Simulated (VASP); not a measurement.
# C (P4/mmm) in VASP: settings compared, part 2 of 2

VASP 6.6.1. Earlier steps stand in the parts before.

**4. Single point, r2SCAN-based global hybrid**

The input, POSCAR:

```
C
1.0
    4.2551700000      0.0000000000      0.0000000000
    0.0000000000      4.2551700000      0.0000000000
    0.0000000000      0.0000000000      1.2822900000
C
1
Direct
    0.5000000000      0.5000000000      0.5000000000
```

The input, INCAR.step1:

```
ALGO     = Normal         # electronic algorithm
EDIFF    = 1E-5           # SCF threshold, eV
ENCUT    = 520            # plane-wave cutoff, eV
GGA      = PE             # functional
ISIF     = 2              # what is computed and relaxed
ISMEAR   = -1             # smearing method
LASPH    = T              # aspherical terms in the spheres
LCHARG   = F              # write CHGCAR
LREAL    = F              # projectors in reciprocal space
LWAVE    = T              # write WAVECAR
NBANDS   = 8              # bands
NELM     = 80             # most SCF steps
PREC     = Accurate       # precision mode
SIGMA    = 0.05           # smearing width, eV
```

The input, INCAR.step2:

```
AEXX     = 0.1            # exact-exchange fraction
ALGO     = Normal         # electronic algorithm
EDIFF    = 1E-7           # SCF threshold, eV
ENCUT    = 520            # plane-wave cutoff, eV
ISIF     = 2              # what is computed and relaxed
ISMEAR   = -1             # smearing method
ISTART   = 1            
LASPH    = T              # aspherical terms in the spheres
LCHARG   = F              # write CHGCAR
LHFCALC  = T              # exact exchange
LMIXTAU  = T            
LREAL    = F              # projectors in reciprocal space
LWAVE    = F              # write WAVECAR
METAGGA  = R2SCAN         # meta-GGA
NBANDS   = 8              # bands
NELM     = 80             # most SCF steps
PREC     = Accurate       # precision mode
PRECFOCK = Normal       
SIGMA    = 0.05           # smearing width, eV
```

The input, KPOINTS:

```
k-points
0
Gamma
  4 4 11
```

Potentials or basis: VASP PAW PBE potentials, release 64 (C).

The run is started by

```bash
$ cat potpaw_PBE.64/C/POTCAR > POTCAR
$ cp INCAR.step1 INCAR
$ mpirun -np 1 vasp_std > vasp.out
$ cp INCAR.step2 INCAR
$ mpirun -np 1 vasp_std > vasp.out
```

OUTCAR:

```text
AEXX = 0.1
   EDIFF = 1E-7
   ENCUT = 520
   ISIF = 2
   ISMEAR = -1
   ISTART = 1
   LASPH = T
   LHFCALC = T
   LREAL = F
   METAGGA = R2SCAN
   NELM = 80
   PREC = Accurate
   PRECFOCK = Normal

 ion  position               nearest neighbor table
   1  0.500  0.500  0.500-

  LATTYP: Found a simple tetragonal cell.
 ALAT       =     4.2551700000
 C/A-ratio  =     0.3013487123

  Lattice vectors:

 A1 = (   4.2551700000,   0.0000000000,   0.0000000000)
 A2 = (   0.0000000000,   4.2551700000,   0.0000000000)
 A3 = (   0.0000000000,   0.0000000000,   1.2822900000)

Analysis of symmetry for initial positions (statically):
=====================================================================
 Subroutine PRICEL returns:
 Original cell was already a primitive cell.

 Routine SETGRP: Setting up the symmetry group for a
 simple tetragonal supercell.

 Subroutine GETGRP returns: Found 16 space group operations
 (whereof 16 operations were pure point group operations)
 out of a pool of 16 trial point group operations.

The static configuration has the point symmetry D_4h.

Analysis of symmetry for dynamics (positions and initial velocities):
=====================================================================
 Subroutine PRICEL returns:
 Original cell was already a primitive cell.

 Routine SETGRP: Setting up the symmetry group for a
 simple tetragonal supercell.

 Subroutine GETGRP returns: Found 16 space group operations
 (whereof 16 operations were pure point group operations)
 out of a pool of 16 trial point group operations.

The dynamic configuration has the point symmetry D_4h.

 Subroutine INISYM returns: Found 16 space group operations
 (whereof 16 operations are pure point group operations),
 and found     1 'primitive' translations

----------------------------------------------------------------------------------------

                                     Primitive cell

  volume of cell :      23.2177
[... 111 lines left out ...]
   LORBIT       =      0    0 simple, 1 ext, 2 COOP (PROOUT), +10 PAW based schemes
   METAGGA = R2SCAN    functional components
   LHFCALC =     T    Hartree Fock is set to
   PRECFOCK=normal    Normal, Fast or Accurate (Low or Medium for compatibility)
   ENCUT4O =  -1.0   cutoff for four orbital integrals eV
   NKREDX  =     1    reduce k-point grid by
   NKREDY  =     1    reduce k-point grid by
   NKREDZ  =     1    reduce k-point grid by
   AEXX    =    0.1000 exact exchange contribution
   HFSCREEN=    0.0000 screening length (either q_TF or 0.3 A-1)
   HFSCREENC=   0.0000 screening length for correlation (either q_TF or 0.3 A-1)
   ENCUTFOCK=  -1.0 apply spherical cutoff to Coloumb kernel
   IVDW    =     0    specifies the selected vdW correction
   LEPSILON=     F    determine dielectric tensor
   LRPA    =     F    only Hartree local field effects (RPA)
 non-spin polarized calculation
  energy-cutoff  :      520.00
  volume of cell :       23.22
 maximum number of plane-waves:       656
 NGX is ok and might be reduce to    32
  NGX = 28; NGY = 28; NGZ =  8

 number of electron       4.0000000 magnetization

 Free energy of the ion-electron system (eV)
  ---------------------------------------------------
  ext. energy  EPLUGINS =         0.00000000
  ---------------------------------------------------
  free energy    TOTEN  =        -9.37376392 eV

  energy without entropy =       -9.37170092  energy(sigma->0) =       -9.37273242

 E-fermi :  -0.9084     XC(G=0):  -5.7032

 val. band max:       -1.0659704863   @ k =   0.5000   0.5000   0.2727
 cond. band min:      -0.7077899394   @ k =   0.2500   0.0000   0.2727
 fundamental gap:      0.3581805470
 Fermi energy:        -0.9084423594

 k-point     1 :       0.0000    0.0000    0.0000
  band No.  band energies     occupation
      1     -20.2662      2.00000
      2      -7.9092      2.00000
      3      -7.9092      2.00000
      4       2.4334      0.00000
      5       6.9646      0.00000
      6      11.8008      0.00000
      7      11.8008      0.00000
      8      12.9691      0.00000
[... 243 lines left out ...]
 k-point    24 :       0.5000    0.5000    0.2727
  band No.  band energies     occupation
      1     -16.3226      2.00000
      2      -1.0660      1.91786
      3      -1.0660      1.91786
      4      11.4348      0.00000
      5      12.8442      0.00000
      6      14.4683      0.00000
      7      14.4683      0.00000
      8      22.4848      0.00000

 [... further k-points ...]
[... 5 lines left out ...]
  --------------------------------------------------------------------------------------
  -------------------------------------------------------------------------------------
  Total       -0.1579462     -0.1579462     -0.5328289      0.0000000      0.0000000     -0.0000000
  in kB      -10.8993239    -10.8993239    -36.7687025      0.0000000      0.0000000     -0.0000000
  external PRESSURE =     -19.5224501 kB  Pullay stress =       0.0000000 kB

 VOLUME and BASIS-vectors are now :
 -----------------------------------------------------------------------------
  energy-cutoff  :      520.00
  volume of cell :       23.22
      direct lattice vectors                 reciprocal lattice vectors
     4.255170000  0.000000000  0.000000000     0.235008237  0.000000000  0.000000000
     0.000000000  4.255170000  0.000000000     0.000000000  0.235008237  0.000000000
     0.000000000  0.000000000  1.282290000     0.000000000  0.000000000  0.779854791

 POSITION                                       TOTAL-FORCE (eV/Angst)
 -----------------------------------------------------------------------------------
      2.12758      2.12758      0.64114         0.000000      0.000000      0.000000
 -----------------------------------------------------------------------------------
    total drift:                               -0.000000      0.000000     -0.000000

  FREE ENERGIE OF THE ION-ELECTRON SYSTEM (eV)
  ---------------------------------------------------
  free  energy   TOTEN  =        -9.3737639159 eV

  energy  without entropy=       -9.3717009160  energy(sigma->0) =       -9.37273242
```

OUTCAR.step1:

```text
EDIFF = 1E-5
   ENCUT = 520
   GGA = PE
   ISIF = 2
   ISMEAR = -1
   LASPH = T
[... 480 lines left out ...]

 POSITION                                       TOTAL-FORCE (eV/Angst)
 -----------------------------------------------------------------------------------
      2.12758      2.12758      0.64114         0.000000      0.000000      0.000000
 -----------------------------------------------------------------------------------
    total drift:                                0.000000     -0.000000      0.000000

  FREE ENERGIE OF THE ION-ELECTRON SYSTEM (eV)
  ---------------------------------------------------
  free  energy   TOTEN  =        -8.1307313652 eV

  energy  without entropy=       -8.1189762682  energy(sigma->0) =       -8.12485382
```

Wall time 2.9 min (1 thread of Intel Xeon Platinum 8488C (Sapphire Rapids), shared host); peak memory 0.14 GiB.

What came out:

| Property | Result |
| --- | --- |
| Free energy | -9.3738 eV |
| Pressure | -2.0 GPa |
| Band gap on the k mesh | zero (band 2 reaches 7.97 eV, above the bottom of band 3 at -8.25 eV) |

Levels at points of the mesh, in eV from the Fermi level:
| k point | band 1 | band 2 | band 3 | band 4 | band 5 | band 6 | band 7 | band 8 |
| --- | --- | --- | --- | --- | --- | --- | --- | --- |
| (0.00, 0.00, 0.00) | -19.36 | -7.00 | -7.00 | 3.34 | 7.87 | 12.71 | 12.71 | 13.88 |
| (0.50, 0.00, 0.00) | -19.32 | -7.41 | -6.96 | 5.86 | 5.98 | 10.22 | 13.13 | 14.44 |
| (0.50, 0.50, 0.00) | -19.29 | -7.34 | -7.34 | 5.41 | 8.70 | 8.70 | 12.70 | 16.16 |

Caveat: the k points lie up to 0.45 Å⁻¹ apart; the PAW data sets were made with another functional, which shifts forces and pressure a little.

**5. Single point, r2SCAN-based global hybrid**

POSCAR is that of step 4.

The input, INCAR.step1:

```
PREC     = Accurate       # precision mode
ENCUT    = 520            # plane-wave cutoff, eV
EDIFF    = 1E-5           # SCF threshold, eV
ISMEAR   = -1             # smearing method
SIGMA    = 0.05           # smearing width, eV
LREAL    = F              # projectors in reciprocal space
LASPH    = T              # aspherical terms in the spheres
NELM     = 80             # most SCF steps
ALGO     = Normal         # electronic algorithm
ISIF     = 2              # what is computed and relaxed
LWAVE    = T              # write WAVECAR
LCHARG   = F              # write CHGCAR
GGA      = PE             # functional
NBANDS   = 8              # bands
```

The input, INCAR.step2:

```
PREC     = Accurate       # precision mode
ENCUT    = 520            # plane-wave cutoff, eV
EDIFF    = 1E-6           # SCF threshold, eV
ISMEAR   = -1             # smearing method
SIGMA    = 0.05           # smearing width, eV
LREAL    = F              # projectors in reciprocal space
LASPH    = T              # aspherical terms in the spheres
NELM     = 80             # most SCF steps
ALGO     = Normal         # electronic algorithm
ISIF     = 2              # what is computed and relaxed
LWAVE    = F              # write WAVECAR
LCHARG   = F              # write CHGCAR
METAGGA  = R2SCAN         # meta-GGA
LHFCALC  = T              # exact exchange
AEXX     = 0.15           # exact-exchange fraction
LMIXTAU  = T            
PRECFOCK = Normal       
ISTART   = 1            
NBANDS   = 8              # bands
```

The input, KPOINTS:

```
regular mesh
0
Gamma
  4 4 11
```

The run is started by

```bash
$ cat potpaw_PBE.64/C/POTCAR > POTCAR
$ cp INCAR.step1 INCAR
$ mpirun -np 1 vasp_std > vasp.out
$ cp INCAR.step2 INCAR
$ mpirun -np 1 vasp_std > vasp.out
```

Run time: 1.8 min. Hardware: 1 thread of Intel Xeon Platinum 8488C (Sapphire Rapids), shared host; peak memory 0.13 GiB.

It converged, with:

```yaml
Free_energy: -9.6848 eV
Pressure: -2.3 GPa
Band_gap_on_the_k_mesh: zero (band 2 reaches 8.22 eV, above the bottom of band 3 at -8.54 eV)
```

Stress tensor (GPa, compression positive):
```
-1.18  0.00  0.00
 0.00 -1.18  0.00
 0.00  0.00 -4.46
```

Levels at points of the mesh, in eV from the Fermi level:
```
           k point  band 1  band 2  band 3  band 4  band 5  band 6  band 7  band 8
(0.00, 0.00, 0.00)  -19.83   -7.29   -7.29    3.43    7.96   12.81   12.81   14.00
(0.50, 0.00, 0.00)  -19.80   -7.71   -7.25    5.96    6.07   10.32   13.23   14.57
(0.50, 0.50, 0.00)  -19.76   -7.64   -7.64    5.50    8.81    8.81   12.84   16.30
```

Caveat: the k points lie up to 0.45 Å⁻¹ apart; the PAW data sets were made with another functional, which shifts forces and pressure a little.

**6. Summary**

```csv
level,share of exact exchange,gap on the mesh (eV),pressure (GPa)
PBE0,-,none,-1.7
r2SCAN0,-,none,-2.8
r2SCAN-based global hybrid,0.1,none,-2.0
r2SCAN-based global hybrid,0.15,none,-2.3
```

Alike in all rows: task single point; potentials or basis VASP PAW PBE potentials, release 64 (C); no spin polarisation; cell as given; k mesh 4 × 4 × 11; cutoff (eV) 520; smearing fermi-dirac 0.05 eV.

Caveats: all runs use coarse meshes; the PAW data sets were made with another functional, which shifts forces and pressure a little.

Total energies depend on the potentials used, so only differences within one code and one set of settings carry meaning.
